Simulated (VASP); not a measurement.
# ScF3 (Pm-3m) in VASP: further runs, part 2 of 3

VASP 6.6.1.

**3. Electric field gradients, LDA (volume scaled by 1.01)**

Contents of INCAR:

```
SYSTEM = ScF3
PREC     = Accurate       ! precision mode
ENCUT    = 520            ! plane-wave cutoff, eV
EDIFF    = 1E-8           ! SCF threshold, eV
ISMEAR   = -1             ! smearing method
SIGMA    = 0.02           ! smearing width, eV
LREAL    = .FALSE.        ! projectors in reciprocal space
LASPH    = .TRUE.         ! aspherical terms in the spheres
NELM     = 80             ! most SCF steps
ALGO     = Normal         ! electronic algorithm
ISIF     = 2              ! what is computed and relaxed
LWAVE    = .FALSE.        ! write WAVECAR
LCHARG   = .FALSE.        ! write CHGCAR
GGA      = CA             ! functional
LEFG     = .TRUE.       
NBANDS   = 24             ! bands
```

Contents of KPOINTS:

```
Automatic mesh
0
G
  6 6 6
  0 0 0
```

Contents of POSCAR:

```
ScF3
1.0
    4.0257804966      0.0000000000      0.0000000000
    0.0000000000      4.0257804966      0.0000000000
    0.0000000000      0.0000000000      4.0257804966
Sc F
1 3
Direct
    0.0000000000      0.0000000000      0.0000000000
    0.5000000000      0.0000000000      0.0000000000
    0.0000000000      0.5000000000      0.0000000000
    0.0000000000      0.0000000000      0.5000000000
```

Potentials or basis: VASP PAW LDA potentials, release 64 (Sc_sv, F).

The run is started by

```console
$ cat potpaw_LDA.64/Sc_sv/POTCAR potpaw_LDA.64/F/POTCAR > POTCAR
$ mpirun -np 1 vasp_std > vasp.out
```

OUTCAR:

```text
SYSTEM = ScF3
   PREC = Accurate
   ENCUT = 520
   EDIFF = 1E-8
   ISMEAR = -1
   LREAL = .FALSE.
   LASPH = .TRUE.
   NELM = 80
   ISIF = 2
   GGA = CA

 ion  position               nearest neighbor table
   1  0.000  0.000  0.000-   2 2.01   3 2.01   4 2.01   4 2.01   3 2.01   2 2.01
   2  0.500  0.000  0.000-   1 2.01   1 2.01
   3  0.000  0.500  0.000-   1 2.01   1 2.01
   4  0.000  0.000  0.500-   1 2.01   1 2.01

  LATTYP: Found a simple cubic cell.
 ALAT       =     4.0257804966

  Lattice vectors:

 A1 = (   4.0257804966,   0.0000000000,   0.0000000000)
 A2 = (   0.0000000000,   4.0257804966,   0.0000000000)
 A3 = (   0.0000000000,   0.0000000000,   4.0257804966)

Analysis of symmetry for initial positions (statically):
=====================================================================
 Subroutine PRICEL returns:
 Original cell was already a primitive cell.

 Routine SETGRP: Setting up the symmetry group for a
 simple cubic supercell.

 Subroutine GETGRP returns: Found 48 space group operations
 (whereof 48 operations were pure point group operations)
 out of a pool of 48 trial point group operations.

The static configuration has the point symmetry O_h .

Analysis of symmetry for dynamics (positions and initial velocities):
=====================================================================
 Subroutine PRICEL returns:
 Original cell was already a primitive cell.

 Routine SETGRP: Setting up the symmetry group for a
 simple cubic supercell.
[... 696 lines left out ...]
     23      10.9294      0.00000
     24      10.9294      0.00000

------------------------ aborting loop because EDIFF is reached ----------------------------------------

  FORCE on cell =-STRESS in cart. coord.  units (eV):
  Direction    XX          YY          ZZ          XY          YZ          ZX
  --------------------------------------------------------------------------------------
  -------------------------------------------------------------------------------------
  Total       -1.3253433     -1.3253433     -1.3253433     -0.0000000      0.0000000      0.0000000
  in kB      -32.5453320    -32.5453320    -32.5453320     -0.0000000      0.0000000      0.0000000
  external PRESSURE =     -32.5453320 kB  Pullay stress =       0.0000000 kB

 VOLUME and BASIS-vectors are now :
 -----------------------------------------------------------------------------
  energy-cutoff  :      520.00
  volume of cell :       65.25
      direct lattice vectors                 reciprocal lattice vectors
     4.025780497  0.000000000  0.000000000     0.248399037  0.000000000  0.000000000
     0.000000000  4.025780497  0.000000000     0.000000000  0.248399037  0.000000000
     0.000000000  0.000000000  4.025780497     0.000000000  0.000000000  0.248399037

 POSITION                                       TOTAL-FORCE (eV/Angst)
 -----------------------------------------------------------------------------------
      0.00000      0.00000      0.00000         0.000000      0.000000      0.000000
      2.01289      0.00000      0.00000         0.000000      0.000000      0.000000
      0.00000      2.01289      0.00000         0.000000      0.000000      0.000000
      0.00000      0.00000      2.01289         0.000000      0.000000      0.000000
 -----------------------------------------------------------------------------------
    total drift:                                0.000000      0.000000      0.000000

  FREE ENERGIE OF THE ION-ELECTRON SYSTEM (eV)
  ---------------------------------------------------
  free  energy   TOTEN  =       -29.5692180575 eV

  energy  without entropy=      -29.5692180575  energy(sigma->0) =      -29.56921806

 Electric field gradients (V/A^2)
---------------------------------------------------------------------
 ion       V_xx      V_yy      V_zz      V_xy      V_xz      V_yz
---------------------------------------------------------------------
   1       0.000    -0.000     0.000     0.000     0.000    -0.000
   2      57.295   -28.647   -28.647     0.000     0.000     0.000
   3     -28.647    57.295   -28.647    -0.000     0.000     0.000
   4     -28.647   -28.647    57.295    -0.000     0.000     0.000
---------------------------------------------------------------------

 Electric field gradients after diagonalization (V/A^2)
 (convention: |V_zz| > |V_xx| > |V_yy|)
----------------------------------------------------------------------
 ion       V_xx      V_yy      V_zz     asymmetry (V_yy - V_xx)/ V_zz
----------------------------------------------------------------------
   1       0.000    -0.000     0.000      -0.455
   2     -28.647   -28.647    57.295       0.000
   3     -28.647   -28.647    57.295       0.000
   4     -28.647   -28.647    57.295       0.000
----------------------------------------------------------------------

           NMR quadrupolar parameters

 Cq : quadrupolar parameter    Cq=e*Q*V_zz/h
 eta: asymmetry parameters     (V_yy - V_xx)/ V_zz
 Q  : nuclear electric quadrupole moment in mb (millibarn)
----------------------------------------------------------------------
 ion       Cq(MHz)       eta       Q (mb)
----------------------------------------------------------------------
   1       0.000      -0.455       1.000
   2       0.139       0.000       1.000
   3       0.139       0.000       1.000
   4       0.139       0.000       1.000
----------------------------------------------------------------------
```

stdout:

```text
POSCAR found type information on POSCAR ScF
 POSCAR found :  2 types and       4 ions
 scaLAPACK will be used
 LDA part: xc-table for (Slater(with rela. corr.)+CA(PZ))
 , standard interpolation
 POSCAR, INCAR and KPOINTS ok, starting setup
 FFT: planning ... GRIDC
 FFT: planning ... GRID_SOFT
 FFT: planning ... GRID
 WAVECAR not read
 entering main loop
ion   1

ion   2

ion   3

ion   4
```

Wall time 38 s (1 thread of Intel Xeon Platinum 8175M at 2.50GHz (Skylake/Cascade Lake), shared host); peak memory 0.16 GiB.

Results:

| Property | Result |
| --- | --- |
| Free energy | -29.5692 eV |
| Pressure | -3.3 GPa |
| Band gap on the k mesh | 6.13 eV, indirect (least direct gap 6.66 eV) |

Levels at points of the mesh, in eV from the valence-band top:
| k point | band 12 | band 13 | band 14 | band 15 | band 16 | band 17 | band 18 | band 19 | band 20 | band 21 |
| --- | --- | --- | --- | --- | --- | --- | --- | --- | --- | --- |
| (0.00, 0.00, 0.00) | -0.58 | -0.58 | -0.53 | -0.53 | -0.53 | 6.13 | 6.13 | 6.13 | 7.58 | 7.86 |
| (0.50, 0.00, 0.00) | -1.16 | -1.16 | -0.70 | -0.54 | -0.54 | 6.17 | 7.04 | 7.04 | 7.89 | 9.06 |
| (0.50, 0.50, 0.00) | -1.14 | -1.14 | -0.95 | -0.95 | 0.00 | 7.08 | 7.08 | 7.71 | 8.53 | 10.64 |
| (0.50, 0.50, 0.50) | -2.27 | -2.27 | 0.00 | 0.00 | 0.00 | 7.76 | 7.76 | 7.76 | 10.65 | 10.65 |

Electric field gradients, principal values (V/Å²):
```tsv
atom	least	middle	greatest (by size)
1 Sc	0.000	0.000	0.000
2 F	-28.647	-28.647	57.295
3 F	-28.647	-28.647	57.295
4 F	-28.647	-28.647	57.295
```

Caveat: without QUAD_EFG the Cq values of the log hold for a quadrupole moment of 1 mb, not for the nuclei. A k mesh can miss the band edges.

**4. Electric field gradients, LDA (volume scaled by 1.04)**

Contents of INCAR:

```
  ALGO = Normal
  EDIFF = 1E-8
  ENCUT = 520
  ISIF = 2
  ISMEAR = -1
  LASPH = T
  LCHARG = F
  LEFG = T
  LREAL = F
  LWAVE = F
  NBANDS = 24
  NELM = 100
  PREC = Accurate
  SIGMA = 0.02
```

Contents of KPOINTS:

```
k-points
0
Gamma
  6 6 6
```

Contents of POSCAR:

```
ScF3
1.0
    4.0652514499      0.0000000000      0.0000000000
    0.0000000000      4.0652514499      0.0000000000
    0.0000000000      0.0000000000      4.0652514499
Sc F
1 3
Direct
    0.0000000000      0.0000000000      0.0000000000
    0.5000000000      0.0000000000      0.0000000000
    0.0000000000      0.5000000000      0.0000000000
    0.0000000000      0.0000000000      0.5000000000
```

Potentials or basis: VASP PAW LDA potentials, release 64 (Sc_sv, F).

The run is started by

```console
$ cat potpaw_LDA.64/Sc_sv/POTCAR potpaw_LDA.64/F/POTCAR > POTCAR
$ mpirun -np 1 vasp_std > vasp.out
```

OUTCAR:

```text
EDIFF = 1E-8
   ENCUT = 520
   ISIF = 2
   ISMEAR = -1
   LASPH = T
   LREAL = F
   NELM = 100
   PREC = Accurate

 ion  position               nearest neighbor table
   1  0.000  0.000  0.000-   2 2.03   3 2.03   4 2.03   4 2.03   3 2.03   2 2.03
   2  0.500  0.000  0.000-   1 2.03   1 2.03
   3  0.000  0.500  0.000-   1 2.03   1 2.03
   4  0.000  0.000  0.500-   1 2.03   1 2.03

  LATTYP: Found a simple cubic cell.
 ALAT       =     4.0652514499

  Lattice vectors:

 A1 = (   4.0652514499,   0.0000000000,   0.0000000000)
 A2 = (   0.0000000000,   4.0652514499,   0.0000000000)
 A3 = (   0.0000000000,   0.0000000000,   4.0652514499)

Analysis of symmetry for initial positions (statically):
=====================================================================
 Subroutine PRICEL returns:
 Original cell was already a primitive cell.

 Routine SETGRP: Setting up the symmetry group for a
 simple cubic supercell.

 Subroutine GETGRP returns: Found 48 space group operations
 (whereof 48 operations were pure point group operations)
 out of a pool of 48 trial point group operations.

The static configuration has the point symmetry O_h .

Analysis of symmetry for dynamics (positions and initial velocities):
=====================================================================
 Subroutine PRICEL returns:
 Original cell was already a primitive cell.

 Routine SETGRP: Setting up the symmetry group for a
 simple cubic supercell.

 Subroutine GETGRP returns: Found 48 space group operations
 (whereof 48 operations were pure point group operations)
 out of a pool of 48 trial point group operations.

The dynamic configuration has the point symmetry O_h .

 Subroutine INISYM returns: Found 48 space group operations
 (whereof 48 operations are pure point group operations),
 and found     1 'primitive' translations

----------------------------------------------------------------------------------------

                                     Primitive cell

  volume of cell :      67.1834

  direct lattice vectors                    reciprocal lattice vectors
     4.065251450  0.000000000  0.000000000     0.245987244  0.000000000  0.000000000
     0.000000000  4.065251450  0.000000000     0.000000000  0.245987244  0.000000000
     0.000000000  0.000000000  4.065251450     0.000000000  0.000000000  0.245987244

  length of vectors
     4.065251450  4.065251450  4.065251450     0.245987244  0.245987244  0.245987244

  position of ions in fractional coordinates (direct lattice)
     0.000000000  0.000000000  0.000000000
     0.500000000  0.000000000  0.000000000
     0.000000000  0.500000000  0.000000000
     0.000000000  0.000000000  0.500000000

  ion indices of the primitive-cell ions
   primitive index   ion index
                 1           1
                 2           2
                 3           3
                 4           4

[... 79 lines left out ...]
   EMIN   =  10.00;   EMAX   =-10.00  energy-range for DOS
   EFERMI =   0.00;   METHOD = LEGACY
   ISMEAR =    -1;   SIGMA  =   0.02  broadening in eV -4-tet -1-fermi 0-gaus
   EFERMI_NEDOS =   21; number of points for ismear=-14 and -15
   IALGO  =     38    algorithm
   IMIX   =      4    mixing-type and parameters
     AMIX     =   0.40;   BMIX     =  1.00
     AMIX_MAG =   1.60;   BMIX_MAG =  1.00
  volume/ion in A,a.u.               =      16.80       113.34
  Fermi-wavevector in a.u.,A,eV,Ry     =   1.278510  2.416033 22.239912  1.634587
  Thomas-Fermi vector in A             =   2.411048
   LORBIT       =      0    0 simple, 1 ext, 2 COOP (PROOUT), +10 PAW based schemes
   GGA     = CA    functional components
   LHFCALC =     F    Hartree Fock is set to
   AEXX    =    0.0000 exact exchange contribution
   IVDW    =     0    specifies the selected vdW correction
   LEPSILON=     F    determine dielectric tensor
   LRPA    =     F    only Hartree local field effects (RPA)
 non-spin polarized calculation
  energy-cutoff  :      520.00
  volume of cell :       67.18
 maximum number of plane-waves:      1856
   NGX = 15   NGY = 15   NGZ = 15

 number of electron      31.9999958 magnetization

 Free energy of the ion-electron system (eV)
  ---------------------------------------------------
  ext. energy  EPLUGINS =         0.00000000
  ---------------------------------------------------
  free energy    TOTEN  =       -29.51785405 eV

  energy without entropy =      -29.51785405  energy(sigma->0) =      -29.51785405

 E-fermi :  -3.4885     XC(G=0):  -8.6993

 val. band max:       -4.0322640042   @ k =   0.5000   0.5000   0.5000
 cond. band min:       1.9526259331   @ k =   0.0000   0.0000   0.0000
 fundamental gap:      5.9848899372
 Fermi energy:        -3.4884780948

 k-point     1 :       0.0000    0.0000    0.0000
  band No.  band energies     occupation
      1     -49.5781      2.00000
      2     -28.5808      2.00000
      3     -28.5808      2.00000
      4     -28.5808      2.00000
      5     -23.6178      2.00000
      6     -23.3417      2.00000
[... 529 lines left out ...]
     23      10.5362      0.00000
     24      10.5362      0.00000

------------------------ aborting loop because EDIFF is reached ----------------------------------------

  FORCE on cell =-STRESS in cart. coord.  units (eV):
  Direction    XX          YY          ZZ          XY          YZ          ZX
  --------------------------------------------------------------------------------------
  -------------------------------------------------------------------------------------
  Total       -2.4227523     -2.4227523     -2.4227523      0.0000000     -0.0000000      0.0000000
  in kB      -57.7773147    -57.7773147    -57.7773147      0.0000000     -0.0000000      0.0000000
  external PRESSURE =     -57.7773147 kB  Pullay stress =       0.0000000 kB

 VOLUME and BASIS-vectors are now :
 -----------------------------------------------------------------------------
  energy-cutoff  :      520.00
  volume of cell :       67.18
      direct lattice vectors                 reciprocal lattice vectors
     4.065251450  0.000000000  0.000000000     0.245987244  0.000000000  0.000000000
     0.000000000  4.065251450  0.000000000     0.000000000  0.245987244  0.000000000
     0.000000000  0.000000000  4.065251450     0.000000000  0.000000000  0.245987244

 POSITION                                       TOTAL-FORCE (eV/Angst)
 -----------------------------------------------------------------------------------
      0.00000      0.00000      0.00000         0.000000      0.000000      0.000000
      2.03263      0.00000      0.00000         0.000000      0.000000      0.000000
      0.00000      2.03263      0.00000         0.000000      0.000000      0.000000
      0.00000      0.00000      2.03263         0.000000      0.000000      0.000000
 -----------------------------------------------------------------------------------
    total drift:                                0.000000      0.000000      0.000000

  FREE ENERGIE OF THE ION-ELECTRON SYSTEM (eV)
  ---------------------------------------------------
  free  energy   TOTEN  =       -29.5178540487 eV

  energy  without entropy=      -29.5178540487  energy(sigma->0) =      -29.51785405

 Electric field gradients (V/A^2)
---------------------------------------------------------------------
 ion       V_xx      V_yy      V_zz      V_xy      V_xz      V_yz
---------------------------------------------------------------------
   1      -0.000    -0.000    -0.000    -0.000    -0.000    -0.000
   2      61.819   -30.909   -30.909     0.000    -0.000     0.000
   3     -30.909    61.819   -30.909    -0.000     0.000    -0.000
   4     -30.909   -30.909    61.819     0.000    -0.000    -0.000
---------------------------------------------------------------------

 Electric field gradients after diagonalization (V/A^2)
 (convention: |V_zz| > |V_xx| > |V_yy|)
----------------------------------------------------------------------
 ion       V_xx      V_yy      V_zz     asymmetry (V_yy - V_xx)/ V_zz
----------------------------------------------------------------------
   1      -0.000    -0.000    -0.000      -0.299
   2     -30.909   -30.909    61.819       0.000
   3     -30.909   -30.909    61.819       0.000
   4     -30.909   -30.909    61.819       0.000
----------------------------------------------------------------------

           NMR quadrupolar parameters

 Cq : quadrupolar parameter    Cq=e*Q*V_zz/h
 eta: asymmetry parameters     (V_yy - V_xx)/ V_zz
 Q  : nuclear electric quadrupole moment in mb (millibarn)
----------------------------------------------------------------------
 ion       Cq(MHz)       eta       Q (mb)
----------------------------------------------------------------------
   1      -0.000      -0.299       1.000
   2       0.149       0.000       1.000
   3       0.149       0.000       1.000
   4       0.149       0.000       1.000
----------------------------------------------------------------------
```

OSZICAR:

```text
N       E                     dE             d eps       ncg     rms          rms(c)
DAV:   1     0.406336205947E+03    0.40634E+03   -0.15228E+04   960   0.137E+03
DAV:   2     0.409067527548E+01   -0.40225E+03   -0.38204E+03  1264   0.429E+02
DAV:   3    -0.333321651754E+02   -0.37423E+02   -0.36990E+02  1432   0.156E+02
DAV:   4    -0.341211444339E+02   -0.78898E+00   -0.78864E+00  1176   0.204E+01
DAV:   5    -0.341393685421E+02   -0.18224E-01   -0.18223E-01  1288   0.285E+00    0.154E+01
DAV:   6    -0.297186929865E+02    0.44207E+01   -0.12553E+01  1432   0.481E+01    0.675E+00
DAV:   7    -0.295895645754E+02    0.12913E+00   -0.82727E-01  1240   0.668E+00    0.388E+00
DAV:   8    -0.295258376687E+02    0.63727E-01   -0.28720E-01  1440   0.580E+00    0.768E-01
DAV:   9    -0.295312177498E+02   -0.53801E-02   -0.18994E-01  1128   0.306E+00    0.107E+00
DAV:  10    -0.295179978909E+02    0.13220E-01   -0.72060E-02  1320   0.238E+00    0.201E-01
DAV:  11    -0.295178415836E+02    0.15631E-03   -0.22722E-03  1352   0.692E-01    0.382E-02
DAV:  12    -0.295180153188E+02   -0.17374E-03   -0.66218E-04  1240   0.478E-01    0.878E-02
DAV:  13    -0.295178518955E+02    0.16342E-03   -0.30022E-04  1368   0.321E-01    0.162E-02
DAV:  14    -0.295178543561E+02   -0.24606E-05   -0.20220E-05  1352   0.417E-02    0.438E-03
DAV:  15    -0.295178541306E+02    0.22546E-06   -0.80903E-07  1288   0.117E-02    0.244E-03
DAV:  16    -0.295178540509E+02    0.79735E-07   -0.49411E-07  1472   0.673E-03    0.828E-04
DAV:  17    -0.295178540487E+02    0.21746E-08   -0.23702E-08   904   0.117E-03
   1 F= -.29517854E+02 E0= -.29517854E+02  d E =-.135169E-12
```

stdout:

```text
POSCAR found type information on POSCAR ScF
 POSCAR found :  2 types and       4 ions
 scaLAPACK will be used
 LDA part: xc-table for (Slater(with rela. corr.)+CA(PZ))
 , standard interpolation
 POSCAR, INCAR and KPOINTS ok, starting setup
 FFT: planning ... GRIDC
 FFT: planning ... GRID_SOFT
 FFT: planning ... GRID
 WAVECAR not read
 entering main loop
ion   1

ion   2

ion   3

ion   4
```

It took 41 s on 1 thread of Intel Xeon Platinum 8175M at 2.50GHz (Skylake/Cascade Lake), shared host; peak memory 0.16 GiB.

What came out:

```yaml
Free_energy: -29.5179 eV
Pressure: -5.8 GPa
Band_gap_on_the_k_mesh: 5.98 eV, indirect (least direct gap 6.51 eV)
```

Electric field gradients, principal values (V/Å²):
```tsv
atom	least	middle	greatest (by size)
1 Sc	0.000	0.000	0.000
2 F	-30.909	-30.909	61.819
3 F	-30.909	-30.909	61.819
4 F	-30.909	-30.909	61.819
```

Caveat: without QUAD_EFG the Cq values of the log hold for a quadrupole moment of 1 mb, not for the nuclei.

[end of part 2 of 3]
